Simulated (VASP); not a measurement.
# KI (Pm-3m) in VASP: further runs, part 2 of 2

VASP 6.6.1.

## (3) Single point, PBE

INCAR reads:

```
PREC = Accurate
ENCUT = 520
EDIFF = 1E-6
ISMEAR = 0
SIGMA = 0.01
LREAL = False
LASPH = True
NELM = 80
ALGO = Normal
ISIF = 2
LWAVE = False
LCHARG = True
GGA = PE
LELF = True
LVHAR = True
NBANDS = 15
```

KPOINTS reads:

```
regular mesh
0
Gamma
  4 4 4
```

POSCAR reads:

```
KI
1.0
    4.2909401558      0.0000000000      0.0000000000
    0.0000000000      4.2909401558      0.0000000000
    0.0000000000      0.0000000000      4.2909401558
K I
1 1
Direct
    0.0000000000      0.0000000000      0.0000000000
    0.5000000000      0.5000000000      0.5000000000
```

Potentials or basis: VASP PAW PBE potentials, release 64 (K_sv, I).

Started as:

```console
> cat potpaw_PBE.64/K_sv/POTCAR potpaw_PBE.64/I/POTCAR > POTCAR
> mpirun -np 1 vasp_std > vasp.out
```

OUTCAR:

```text
PREC = Accurate
   ENCUT = 520
   EDIFF = 1E-6
   ISMEAR = 0
   LREAL = False
   LASPH = True
   NELM = 80
   ISIF = 2
   GGA = PE

 ion  position               nearest neighbor table
   1  0.000  0.000  0.000-
   2  0.500  0.500  0.500-

  LATTYP: Found a simple cubic cell.
 ALAT       =     4.2909401558

  Lattice vectors:

 A1 = (   4.2909401558,   0.0000000000,   0.0000000000)
 A2 = (   0.0000000000,   4.2909401558,   0.0000000000)
 A3 = (   0.0000000000,   0.0000000000,   4.2909401558)

Analysis of symmetry for initial positions (statically):
=====================================================================
 Subroutine PRICEL returns:
 Original cell was already a primitive cell.

 Routine SETGRP: Setting up the symmetry group for a
 simple cubic supercell.

 Subroutine GETGRP returns: Found 48 space group operations
 (whereof 48 operations were pure point group operations)
 out of a pool of 48 trial point group operations.

The static configuration has the point symmetry O_h .

Analysis of symmetry for dynamics (positions and initial velocities):
=====================================================================
 Subroutine PRICEL returns:
 Original cell was already a primitive cell.

 Routine SETGRP: Setting up the symmetry group for a
 simple cubic supercell.

 Subroutine GETGRP returns: Found 48 space group operations
 (whereof 48 operations were pure point group operations)
 out of a pool of 48 trial point group operations.

The dynamic configuration has the point symmetry O_h .

 Subroutine INISYM returns: Found 48 space group operations
 (whereof 48 operations are pure point group operations),
 and found     1 'primitive' translations

----------------------------------------------------------------------------------------

                                     Primitive cell

[... 102 lines left out ...]
   AEXX    =    0.0000 exact exchange contribution
   IVDW    =     0    specifies the selected vdW correction
   LEPSILON=     F    determine dielectric tensor
   LRPA    =     F    only Hartree local field effects (RPA)
 non-spin polarized calculation
 Gauss-broadening in eV      SIGMA  =   0.01
  energy-cutoff  :      520.00
  volume of cell :       79.01
 maximum number of plane-waves:      2176
 NGX is ok and might be reduce to    32
   NGX = 15   NGY = 15   NGZ = 15

 number of electron      16.0000003 magnetization

 Free energy of the ion-electron system (eV)
  ---------------------------------------------------
  ext. energy  EPLUGINS =         0.00000000
  ---------------------------------------------------
  free energy    TOTEN  =        -5.41235006 eV

  energy without entropy =       -5.41235006  energy(sigma->0) =       -5.41235006

 E-fermi :   0.9729     XC(G=0):  -7.7076

 val. band max:        0.8898578487   @ k =   0.5000   0.5000   0.0000
 cond. band min:       4.2162660434   @ k =   0.0000   0.0000   0.0000
 fundamental gap:      3.3264081947
 Fermi energy:         0.9728500232

 k-point     1 :       0.0000    0.0000    0.0000
  band No.  band energies     occupation
      1     -28.4989      2.00000
      2     -11.9519      2.00000
      3     -11.9519      2.00000
      4     -11.9519      2.00000
      5     -10.2686      2.00000
      6       0.5284      2.00000
      7       0.5284      2.00000
      8       0.5284      2.00000
      9       4.2163      0.00000
     10       5.6495      0.00000
     11       5.6495      0.00000
     12       9.2697      0.00000
     13       9.2697      0.00000
     14       9.2697      0.00000
[... 149 lines left out ...]
      2     -12.0163      2.00000
      3     -12.0163      2.00000
      4     -12.0163      2.00000
      5      -9.7479      2.00000
      6      -0.7682      2.00000
      7      -0.7682      2.00000
      8      -0.7682      2.00000
      9       6.5166      0.00000
     10       6.5166      0.00000
     11       6.5166      0.00000
     12       9.7251      0.00000
     13       9.7251      0.00000
     14       9.7251      0.00000
     15      10.0330      0.00000

------------------------ aborting loop because EDIFF is reached ----------------------------------------

  FORCE on cell =-STRESS in cart. coord.  units (eV):
  Direction    XX          YY          ZZ          XY          YZ          ZX
  --------------------------------------------------------------------------------------
  -------------------------------------------------------------------------------------
  Total        0.2833346      0.2833346      0.2833346     -0.0000000     -0.0000000      0.0000000
  in kB        5.7458316      5.7458316      5.7458316     -0.0000000     -0.0000000      0.0000000
  external PRESSURE =       5.7458316 kB  Pullay stress =       0.0000000 kB

 VOLUME and BASIS-vectors are now :
 -----------------------------------------------------------------------------
  energy-cutoff  :      520.00
  volume of cell :       79.01
      direct lattice vectors                 reciprocal lattice vectors
     4.290940156  0.000000000  0.000000000     0.233049160  0.000000000  0.000000000
     0.000000000  4.290940156  0.000000000     0.000000000  0.233049160  0.000000000
     0.000000000  0.000000000  4.290940156     0.000000000  0.000000000  0.233049160

 POSITION                                       TOTAL-FORCE (eV/Angst)
 -----------------------------------------------------------------------------------
      0.00000      0.00000      0.00000         0.000000      0.000000      0.000000
      2.14547      2.14547      2.14547         0.000000      0.000000      0.000000
 -----------------------------------------------------------------------------------
    total drift:                                0.000000      0.000000     -0.000000

  FREE ENERGIE OF THE ION-ELECTRON SYSTEM (eV)
  ---------------------------------------------------
  free  energy   TOTEN  =        -5.4123500643 eV

  energy  without entropy=       -5.4123500643  energy(sigma->0) =       -5.41235006
```

OSZICAR:

```text
N       E                     dE             d eps       ncg     rms          rms(c)
DAV:   1     0.915166282822E+02    0.91517E+02   -0.64668E+03   300   0.906E+02
DAV:   2     0.126815763437E+00   -0.91390E+02   -0.85400E+02   391   0.219E+02
DAV:   3    -0.527110993335E+01   -0.53979E+01   -0.53705E+01   442   0.466E+01
DAV:   4    -0.552124167235E+01   -0.25013E+00   -0.25009E+00   458   0.865E+00
DAV:   5    -0.552326207413E+01   -0.20204E-02   -0.20204E-02   426   0.899E-01    0.268E+00
DAV:   6    -0.542966000500E+01    0.93602E-01   -0.67933E-02   391   0.175E+00    0.193E+00
DAV:   7    -0.540954976161E+01    0.20110E-01   -0.91743E-02   384   0.174E+00    0.744E-01
DAV:   8    -0.541212908715E+01   -0.25793E-02   -0.13462E-02   358   0.749E-01    0.151E-01
DAV:   9    -0.541227214216E+01   -0.14306E-03   -0.50286E-04   419   0.150E-01    0.724E-02
DAV:  10    -0.541233393054E+01   -0.61788E-04   -0.83227E-05   394   0.585E-02    0.151E-02
DAV:  11    -0.541235053122E+01   -0.16601E-04   -0.24881E-05   384   0.322E-02    0.173E-02
DAV:  12    -0.541235006431E+01    0.46691E-06   -0.64976E-07   347   0.635E-03
   1 F= -.54123501E+01 E0= -.54123501E+01  d E =-.323192E-33
```

stdout:

```text
POSCAR found type information on POSCAR K I
 POSCAR found :  2 types and       2 ions
 scaLAPACK will be used
 LDA part: xc-table for (Slater+PW92), standard interpolation
 POSCAR, INCAR and KPOINTS ok, starting setup
 FFT: planning ... GRIDC
 FFT: planning ... GRID_SOFT
 FFT: planning ... GRID
 WAVECAR not read
 entering main loop
```

Wall time 16 s (1 thread of Intel Xeon 8259CL, shared host); peak memory 0.17 GiB.

What came out:

```
Free energy            : -5.4124 eV
Pressure               : 0.6 GPa
Band gap on the k mesh : 3.33 eV (least direct gap 3.69 eV)
```

Levels at points of the mesh, in eV from the valence-band top:
| k point | band 6 | band 7 | band 8 | band 9 | band 10 | band 11 |
| --- | --- | --- | --- | --- | --- | --- |
| (0.00, 0.00, 0.00) | -0.36 | -0.36 | -0.36 | 3.33 | 4.76 | 4.76 |
| (0.50, 0.00, 0.00) | -2.29 | -0.29 | -0.29 | 5.48 | 6.17 | 7.05 |
| (0.50, 0.50, 0.00) | -1.71 | -1.71 | 0.00 | 3.91 | 5.69 | 6.79 |
| (0.50, 0.50, 0.50) | -1.66 | -1.66 | -1.66 | 5.63 | 5.63 | 5.63 |

Caveat: spin-orbit coupling is left out, which moves the levels of the heavy elements. A k mesh can miss the band edges.

## (4) Single point, r2SCAN

POSCAR is that of step 3.

INCAR.step1 reads:

```
PREC     = Accurate       # precision mode
ENCUT    = 520            # plane-wave cutoff, eV
ISMEAR   = 0              # smearing method
SIGMA    = 0.01           # smearing width, eV
LREAL    = F              # projectors in reciprocal space
LASPH    = T              # aspherical terms in the spheres
NELM     = 80             # most SCF steps
NBANDS   = 15             # bands
GGA      = PE             # functional
ALGO     = Normal         # electronic algorithm
EDIFF    = 1E-4           # SCF threshold, eV
LWAVE    = T              # write WAVECAR
LCHARG   = F              # write CHGCAR
```

INCAR.step2 reads:

```
PREC     = Accurate       # precision mode
ENCUT    = 520            # plane-wave cutoff, eV
EDIFF    = 1E-6           # SCF threshold, eV
ISMEAR   = 0              # smearing method
SIGMA    = 0.01           # smearing width, eV
LREAL    = F              # projectors in reciprocal space
LASPH    = T              # aspherical terms in the spheres
NELM     = 80             # most SCF steps
ALGO     = Normal         # electronic algorithm
ISIF     = 2              # what is computed and relaxed
LWAVE    = F              # write WAVECAR
LCHARG   = T              # write CHGCAR
METAGGA  = R2SCAN         # meta-GGA
LMIXTAU  = T            
LELF     = T              # ELF
LVHAR    = T            
NBANDS   = 15             # bands
ISTART   = 1
```

KPOINTS is that of step 3.

Started as:

```console
> cat potpaw_PBE.64/K_sv/POTCAR potpaw_PBE.64/I/POTCAR > POTCAR
> cp INCAR.step1 INCAR
> mpirun -np 1 vasp_std > vasp.out
> cp INCAR.step2 INCAR
> mpirun -np 1 vasp_std > vasp.out
```

Run time: 68 s. Hardware: 1 thread of Intel Xeon 8259CL, shared host; peak memory 0.19 GiB.

Results (log left out):

| Quantity | Value |
| --- | --- |
| Free energy | -33.8572 eV |
| Pressure | 0.1 GPa |
| Band gap on the k mesh | 4.04 eV (least direct gap 4.41 eV) |

Levels at points of the mesh, in eV from the valence-band top:
| k point | band 4 | band 5 | band 6 | band 7 | band 8 | band 9 | band 10 | band 11 | band 12 | band 13 |
| --- | --- | --- | --- | --- | --- | --- | --- | --- | --- | --- |
| (0.00, 0.00, 0.00) | -13.27 | -11.49 | -0.37 | -0.37 | -0.37 | 4.04 | 5.25 | 5.25 | 9.09 | 9.09 |
| (0.50, 0.00, 0.00) | -13.26 | -11.17 | -2.31 | -0.29 | -0.29 | 6.14 | 6.71 | 7.63 | 7.76 | 9.34 |
| (0.50, 0.50, 0.00) | -13.26 | -11.12 | -1.75 | -1.75 | 0.00 | 4.44 | 6.36 | 7.41 | 7.41 | 9.77 |
| (0.50, 0.50, 0.50) | -13.34 | -10.93 | -1.69 | -1.69 | -1.69 | 6.13 | 6.13 | 6.13 | 9.62 | 9.62 |

Caveat: the PAW data sets were made with another functional, which shifts forces and pressure a little; spin-orbit coupling is left out, which moves the levels of the heavy elements.
